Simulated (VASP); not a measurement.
# V (Im-3m) in VASP: notebook

The runs below take V through single point, with LDA.

Program: VASP 6.6.1. These are calculated values, not measurements. Logs are shortened: lines on timing, memory, paths and dates and some standing lists are left out, and cuts for length are marked.

**1. The cell of the first run**

The structure is cubic, space group Im-3m (No. 229). The conventional cell has a = 2.927 Å, b = 2.927 Å, c = 2.927 Å, α = 90.00°, β = 90.00°, γ = 90.00°. Within 3.3 Å of V (site symmetry m-3m) lie 14 V at 2.54 to 2.93 Å.

**2. Single point, LDA**

Contents of INCAR:

```
  PREC = Accurate
  ENCUT = 520
  EDIFF = 1E-6
  ISMEAR = -1
  SIGMA = 0.1
  LREAL = False
  LASPH = True
  NELM = 60
  ALGO = Normal
  ISIF = 2
  LWAVE = False
  LCHARG = False
  GGA = CA
  NBANDS = 12
```

Contents of KPOINTS:

```
regular mesh
0
Gamma
  15 15 15
```

Contents of POSCAR:

```
V
1.0
   -1.4636513664      1.4636513664      1.4636513664
    1.4636513664     -1.4636513664      1.4636513664
    1.4636513664      1.4636513664     -1.4636513664
V
1
Direct
    0.0000000000      0.0000000000      0.0000000000
```

Potentials or basis: VASP PAW LDA potentials, release 64 (V_sv).

On the command line:

```console
> cat potpaw_LDA.64/V_sv/POTCAR > POTCAR
> mpirun -np 1 vasp_std > vasp.out
```

OUTCAR:

```text
PREC = Accurate
   ENCUT = 520
   EDIFF = 1E-6
   ISMEAR = -1
   LREAL = False
   LASPH = True
   NELM = 60
   ISIF = 2
   GGA = CA

 ion  position               nearest neighbor table
   1  0.000  0.000  0.000-

  LATTYP: Found a body centered cubic cell.
 ALAT       =     2.9273027328

  Lattice vectors:

 A1 = (  -1.4636513664,   1.4636513664,   1.4636513664)
 A2 = (   1.4636513664,  -1.4636513664,   1.4636513664)
 A3 = (   1.4636513664,   1.4636513664,  -1.4636513664)

Analysis of symmetry for initial positions (statically):
=====================================================================
 Subroutine PRICEL returns:
 Original cell was already a primitive cell.

 Routine SETGRP: Setting up the symmetry group for a
 body centered cubic supercell.

 Subroutine GETGRP returns: Found 48 space group operations
 (whereof 48 operations were pure point group operations)
 out of a pool of 48 trial point group operations.

The static configuration has the point symmetry O_h .

Analysis of symmetry for dynamics (positions and initial velocities):
=====================================================================
 Subroutine PRICEL returns:
 Original cell was already a primitive cell.

 Routine SETGRP: Setting up the symmetry group for a
 body centered cubic supercell.

 Subroutine GETGRP returns: Found 48 space group operations
 (whereof 48 operations were pure point group operations)
 out of a pool of 48 trial point group operations.

The dynamic configuration has the point symmetry O_h .

 Subroutine INISYM returns: Found 48 space group operations
 (whereof 48 operations are pure point group operations),
 and found     1 'primitive' translations

----------------------------------------------------------------------------------------

                                     Primitive cell

  volume of cell :      12.5422

  direct lattice vectors                    reciprocal lattice vectors
    -1.463651366  1.463651366  1.463651366     0.000000000  0.341611405  0.341611405
     1.463651366 -1.463651366  1.463651366     0.341611405  0.000000000  0.341611405
     1.463651366  1.463651366 -1.463651366     0.341611405  0.341611405  0.000000000

  length of vectors
     2.535118531  2.535118531  2.535118531     0.483111482  0.483111482  0.483111482

  position of ions in fractional coordinates (direct lattice)
     0.000000000  0.000000000  0.000000000

  ion indices of the primitive-cell ions
   primitive index   ion index
                 1           1

----------------------------------------------------------------------------------------

 KPOINTS: regular mesh

Automatic generation of k-mesh.
 Grid dimensions read from file:
 generate k-points for:   15   15   15

 Generating k-lattice:

  Cartesian coordinates                     Fractional coordinates (reciprocal lattice)
     0.000000000  0.022774094  0.022774094     0.066666667  0.000000000  0.000000000
     0.022774094  0.000000000  0.022774094     0.000000000  0.066666667  0.000000000
     0.022774094  0.022774094  0.000000000     0.000000000  0.000000000  0.066666667

  Length of vectors
     0.032207432  0.032207432  0.032207432

  Shift w.r.t. Gamma in fractional coordinates (k-lattice)
     0.000000000  0.000000000  0.000000000

 Subroutine IBZKPT returns following result:
 ===========================================

 Found    120 irreducible k-points:

 Following reciprocal coordinates:
            Coordinates               Weight
  0.000000  0.000000  0.000000      1.000000
  0.066667  0.000000  0.000000     12.000000
  0.133333  0.000000  0.000000     12.000000
  0.200000  0.000000  0.000000     12.000000
  0.266667  0.000000  0.000000     12.000000
  0.333333  0.000000  0.000000     12.000000
[... 16 lines left out ...]
  0.333333  0.200000  0.000000     48.000000
  0.400000  0.200000  0.000000     24.000000
 [... further k-points ...]
   k-points           NKPTS =    120   k-points in BZ     NKDIM =    120   number of bands    NBANDS=     12
   number of dos      NEDOS =    301   number of ions     NIONS =      1
   total plane-waves  NPLWV =   8000
   dimension x,y,z NGX =    20 NGY =   20 NGZ =   20
   dimension x,y,z NGXF=    40 NGYF=   40 NGZF=   40
   ions per type =               1
   NGX,Y,Z   is equivalent  to a cutoff of  13.12, 13.12, 13.12 a.u.
   NGXF,Y,Z  is equivalent  to a cutoff of  26.23, 26.23, 26.23 a.u.
 SYSTEM =  unknown system
   PREC   = accura    normal or accurate (medium, high low for compatibility)
   ISTART =      0    job   : 0-new  1-cont  2-samecut
   ICHARG =      2    charge: 1-file 2-atom 10-const
   ISPIN  =      1    spin polarized calculation?
   LNONCOLLINEAR =      F non collinear calculations
   LSORBIT =      F    spin-orbit coupling
   LASPH  =      T    aspherical Exc in radial PAW
   ENCUT  =  520.0 eV  38.22 Ry    6.18 a.u.   4.71  4.71  4.71*2*pi/ulx,y,z
   NELM   =     60;   NELMIN=  2; NELMDL= -5     # of ELM steps
   EDIFF  = 0.1E-05   stopping-criterion for ELM
   LREAL  =      F    real-space projection
   EDIFFG = 0.1E-04   stopping-criterion for IOM
   NSW    =      0    number of steps for IOM
   IBRION =     -1    ionic relax: 0-MD 1-quasi-New 2-CG
   NFREE  =      0    steps in history (QN), initial steepest desc. (CG)
   ISIF   =      2    stress and relaxation
   ISYM   =      2    0-nonsym 1-usesym 2-fastsym
   POTIM  = 0.5000    time-step for ionic-motion
   TEBEG  =    0.0;   TEEND  =   0.0 temperature during run
   PSTRESS=    0.0 pullay stress
   NELECT =      13.0000    total number of electrons
   NUPDOWN=      -1.0000    fix difference up-down
   EMIN   =  10.00;   EMAX   =-10.00  energy-range for DOS
   EFERMI =   0.00;   METHOD = LEGACY
   ISMEAR =    -1;   SIGMA  =   0.10  broadening in eV -4-tet -1-fermi 0-gaus
   EFERMI_NEDOS =   21; number of points for ismear=-14 and -15
   IALGO  =     38    algorithm
   IMIX   =      4    mixing-type and parameters
     AMIX     =   0.40;   BMIX     =  1.00
     AMIX_MAG =   1.60;   BMIX_MAG =  1.00
  volume/ion in A,a.u.               =      12.54        84.64
  Fermi-wavevector in a.u.,A,eV,Ry     =   1.656781  3.130861 37.346926  2.744922
  Thomas-Fermi vector in A             =   2.744646
   LORBIT       =      0    0 simple, 1 ext, 2 COOP (PROOUT), +10 PAW based schemes
   GGA     = CA    functional components
   LHFCALC =     F    Hartree Fock is set to
   AEXX    =    0.0000 exact exchange contribution
   IVDW    =     0    specifies the selected vdW correction
   LEPSILON=     F    determine dielectric tensor
   LRPA    =     F    only Hartree local field effects (RPA)
 non-spin polarized calculation
  energy-cutoff  :      520.00
  volume of cell :       12.54
 maximum number of plane-waves:       366
   NGX =  9   NGY =  9   NGZ =  9

 number of electron      13.0000011 magnetization

 Free energy of the ion-electron system (eV)
  ---------------------------------------------------
  ext. energy  EPLUGINS =         0.00000000
  ---------------------------------------------------
  free energy    TOTEN  =        -9.97712181 eV

  energy without entropy =       -9.92630594  energy(sigma->0) =       -9.95171388

 E-fermi :  10.4298     XC(G=0): -13.6230

 val. band max:       10.4252339363   @ k =   0.4000   0.2000   0.0000
 cond. band min:      10.4339982312   @ k =  -0.3333   0.3333   0.0667
 fundamental gap:      0.0087642950
 Fermi energy:        10.4297739043

 k-point     1 :       0.0000    0.0000    0.0000
  band No.  band energies     occupation
      1     -52.4802      2.00000
      2     -26.0491      2.00000
      3     -26.0491      2.00000
      4     -26.0491      2.00000
      5       3.7523      2.00000
      6      10.8050      0.04586
      7      10.8050      0.04586
      8      10.8050      0.04586
      9      12.9877      0.00000
     10      12.9877      0.00000
     11      31.5006      0.00000
     12      31.5006      0.00000

 k-point     2 :       0.0667    0.0000    0.0000
  band No.  band energies     occupation
      1     -52.4686      2.00000
      2     -26.1018      2.00000
      3     -26.0649      2.00000
      4     -26.0496      2.00000
      5       3.9446      2.00000
      6      10.7199      0.10422
      7      10.7869      0.05470
      8      10.9470      0.01128
      9      12.8891      0.00000
     10      12.9931      0.00000
     11      31.2477      0.00000
     12      31.4915      0.00000

 k-point     3 :       0.1333    0.0000    0.0000
  band No.  band energies     occupation
      1     -52.4354      2.00000
      2     -26.2494      2.00000
      3     -26.1093      2.00000
      4     -26.0509      2.00000
      5       4.4948      2.00000
      6      10.4863      0.72481
      7      10.6966      0.12973
      8      11.3605      0.00018
      9      12.6917      0.00000
     10      13.0138      0.00000
     11      30.4229      0.00000
     12      31.2729      0.00000
[... 286 lines left out ...]
 k-point    23 :       0.3333    0.2000    0.0000
  band No.  band energies     occupation
      1     -52.1930      2.00000
      2     -27.0448      2.00000
      3     -26.5435      2.00000
      4     -26.1628      2.00000
      5       7.9382      2.00000
      6       9.2050      1.99999
      7      10.2775      1.64192
      8      12.8840      0.00000
      9      13.6079      0.00000
     10      16.8026      0.00000
     11      22.2330      0.00000
     12      24.8812      0.00000

 k-point    24 :       0.4000    0.2000    0.0000
  band No.  band energies     occupation
      1     -52.1831      2.00000
      2     -27.0637      2.00000
      3     -26.5747      2.00000
      4     -26.1652      2.00000
      5       7.9136      2.00000
      6       9.2006      1.99999
      7      10.4252      1.02270
      8      12.9514      0.00000
      9      13.6656      0.00000
     10      17.4212      0.00000
     11      21.3431      0.00000
     12      24.6645      0.00000

 [... further k-points ...]

------------------------ aborting loop because EDIFF is reached ----------------------------------------

  FORCE on cell =-STRESS in cart. coord.  units (eV):
  Direction    XX          YY          ZZ          XY          YZ          ZX
  --------------------------------------------------------------------------------------
  -------------------------------------------------------------------------------------
  Total        0.0397499      0.0397499      0.0397499     -0.0000000     -0.0000000      0.0000000
  in kB        5.0777723      5.0777723      5.0777723     -0.0000000     -0.0000000      0.0000000
  external PRESSURE =       5.0777723 kB  Pullay stress =       0.0000000 kB

 VOLUME and BASIS-vectors are now :
 -----------------------------------------------------------------------------
  energy-cutoff  :      520.00
  volume of cell :       12.54
      direct lattice vectors                 reciprocal lattice vectors
    -1.463651366  1.463651366  1.463651366     0.000000000  0.341611405  0.341611405
     1.463651366 -1.463651366  1.463651366     0.341611405  0.000000000  0.341611405
     1.463651366  1.463651366 -1.463651366     0.341611405  0.341611405  0.000000000

 POSITION                                       TOTAL-FORCE (eV/Angst)
 -----------------------------------------------------------------------------------
      0.00000      0.00000      0.00000        -0.000000      0.000000     -0.000000
 -----------------------------------------------------------------------------------
    total drift:                                0.000000     -0.000000      0.000000

  FREE ENERGIE OF THE ION-ELECTRON SYSTEM (eV)
  ---------------------------------------------------
  free  energy   TOTEN  =        -9.9771218150 eV

  energy  without entropy=       -9.9263059409  energy(sigma->0) =       -9.95171388
```

Wall time 20 s (1 thread of AMD EPYC 7R13, shared host); peak memory 0.1 GiB.

Results:

```
Free energy : -9.9771 eV
Pressure    : 0.5 GPa
```

**3. Single point, LDA**

Contents of INCAR:

```
  ALGO = Normal
  EDIFF = 1E-7
  ENCUT = 520
  ISIF = 2
  ISMEAR = -1
  LASPH = True
  LCHARG = False
  LREAL = False
  LWAVE = False
  NBANDS = 12
  NELM = 60
  PREC = Accurate
  SIGMA = 0.01
```

Contents of KPOINTS:

```
k-points
0
Gamma
  15 15 15
```

POSCAR is that of step 2.

Potentials or basis: VASP PAW LDA potentials, release 64 (V_sv).

On the command line:

```console
> cat potpaw_LDA.64/V_sv/POTCAR > POTCAR
> mpirun -np 1 vasp_std > vasp.out
```

Run time: 22 s. Hardware: 1 thread of AMD EPYC 7R13, shared host; peak memory 0.1 GiB.

It converged, with:

```
Free energy : -9.9541 eV
Pressure    : 0.1 GPa
```

Levels at points of the mesh, in eV from the Fermi level:
```csv
k point,band 2,band 3,band 4,band 5,band 6,band 7,band 8,band 9,band 10,band 11
"(0.00, 0.00, 0.00)",-36.45,-36.45,-36.45,-6.64,0.40,0.40,0.40,2.59,2.59,21.11
```

**4. Single point, LDA**

Contents of INCAR:

```
SYSTEM = V
ALGO     = Normal         ! electronic algorithm
EDIFF    = 1E-6           ! SCF threshold, eV
ENCUT    = 520            ! plane-wave cutoff, eV
ISIF     = 2              ! what is computed and relaxed
ISMEAR   = -1             ! smearing method
LASPH    = .True.         ! aspherical terms in the spheres
LCHARG   = .False.        ! write CHGCAR
LREAL    = .False.        ! projectors in reciprocal space
LWAVE    = .False.        ! write WAVECAR
NBANDS   = 12             ! bands
NELM     = 100            ! most SCF steps
PREC     = Accurate       ! precision mode
SIGMA    = 0.03           ! smearing width, eV
```

Contents of KPOINTS:

```
k-points
0
Gamma
  15 15 15
  0 0 0
```

POSCAR is that of step 3.

On the command line:

```console
> cat potpaw_LDA.64/V_sv/POTCAR > POTCAR
> mpirun -np 1 vasp_std > vasp.out
```

It took 20 s on 1 thread of AMD EPYC 7R13, shared host; peak memory 0.1 GiB.

It converged, with:

| Quantity | Value |
| --- | --- |
| Free energy | -9.9551 eV |
| Pressure | 0.2 GPa |

Levels at points of the mesh, in eV from the Fermi level:
```
           k point  band 4  band 5  band 6  band 7  band 8  band 9
(0.00, 0.00, 0.00)  -36.46   -6.65    0.40    0.40    0.40    2.58
```

**5. The runs side by side**

| smearing | gap on the mesh (eV) | pressure (GPa) |
| --- | --- | --- |
| fermi-dirac 0.1 eV | none | 0.5 |
| fermi-dirac 0.01 eV | none | 0.1 |
| fermi-dirac 0.03 eV | none | 0.2 |

Alike in all rows: task single point; level LDA; potentials or basis VASP PAW LDA potentials, release 64 (V_sv); no spin polarisation; cell as given; k mesh 15 × 15 × 15; cutoff (eV) 520.

Every run on the cell as given and a fine mesh finds a metal.

Absolute energies hang on the potentials; compare differences alone.
